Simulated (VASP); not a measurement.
Write the native input for VASP 6.6.1 that does the following.

```
Task                   : single point
Functional             : r2SCAN
Potentials or basis    : VASP PAW PBE potentials, release 64 (Ir, Mg, Mn_pv)
Cutoff                 : 520 eV
k mesh                 : 9 × 9 × 5
Occupations            : fermi-dirac, width 0.1 eV
Spin                   : no spin polarisation
Dipole correction      : no
Further INCAR settings : ALGO = Normal; EDIFF = 1e-07; NBANDS = 33
```

MgMnIr:

```xyz
6
Lattice="3.8452 0.0000 0.0000 0.0000 3.8452 0.0000 0.0000 0.0000 6.7460" Properties=species:S:1:pos:R:3 pbc="T T T"
Ir    0.0000    1.9226    4.4254
Ir    1.9226    0.0000    2.3206
Mg    0.0000    1.9226    1.3222
Mg    1.9226    0.0000    5.4238
Mn    0.0000    0.0000    0.0000
Mn    1.9226    1.9226    0.0000
```

The input as run:

POSCAR

```
MgMnIr
1.0
    3.8452260000      0.0000000000      0.0000000000
    0.0000000000      3.8452260000      0.0000000000
    0.0000000000      0.0000000000      6.7459660000
Ir Mg Mn
2 2 2
Direct
    0.0000000000      0.5000000000      0.6560000000
    0.5000000000      0.0000000000      0.3440000000
    0.0000000000      0.5000000000      0.1960000000
    0.5000000000      0.0000000000      0.8040000000
    0.0000000000      0.0000000000      0.0000000000
    0.5000000000      0.5000000000      0.0000000000
```

INCAR.step1

```
SYSTEM = MgMnIr
PREC = Accurate ; ENCUT = 520
ISMEAR = -1 ; SIGMA = 0.1
LREAL = .FALSE. ; LASPH = .TRUE.
NELM = 100 ; NBANDS = 33
GGA = PE ; ALGO = Normal
EDIFF = 1E-4 ; LWAVE = .TRUE.
LCHARG = .FALSE.
```

INCAR.step2

```
SYSTEM = MgMnIr
PREC = Accurate ; ENCUT = 520
EDIFF = 1E-7 ; ISMEAR = -1
SIGMA = 0.1 ; LREAL = .FALSE.
LASPH = .TRUE. ; NELM = 100
ALGO = Normal ; ISIF = 2
LWAVE = .FALSE. ; LCHARG = .TRUE.
METAGGA = R2SCAN ; LMIXTAU = .TRUE.
LELF = .TRUE. ; LVHAR = .TRUE.
NBANDS = 33 ; ISTART = 1
```

KPOINTS

```
Automatic mesh
0
G
  9 9 5
  0 0 0
```

Potentials or basis: VASP PAW PBE potentials, release 64 (Ir, Mg, Mn_pv).

Launch:

```sh
$ cat potpaw_PBE.64/Ir/POTCAR potpaw_PBE.64/Mg/POTCAR potpaw_PBE.64/Mn_pv/POTCAR > POTCAR
$ cp INCAR.step1 INCAR
$ mpirun -np 1 vasp_std > vasp.out
$ cp INCAR.step2 INCAR
$ mpirun -np 1 vasp_std > vasp.out
```

Results of the run:

- Pressure: -12.7 GPa
- Largest force: 5.614 eV/Å
- Band gap on the k mesh: zero (bands 24 and 25 overlap by 0.47 eV)

Caveat: the stress differs along the axes, from -17 to -10 GPa; the PAW data sets were made with another functional, which shifts forces and pressure a little; spin-orbit coupling is left out, which moves the levels of the heavy elements; the run has no spin polarisation, though such a crystal can be magnetic.

Wall time 5 min on 1 thread of Intel(R) Xeon(R) 6975P-C (Granite Rapids) (shared host), peak memory 0.31 GiB.
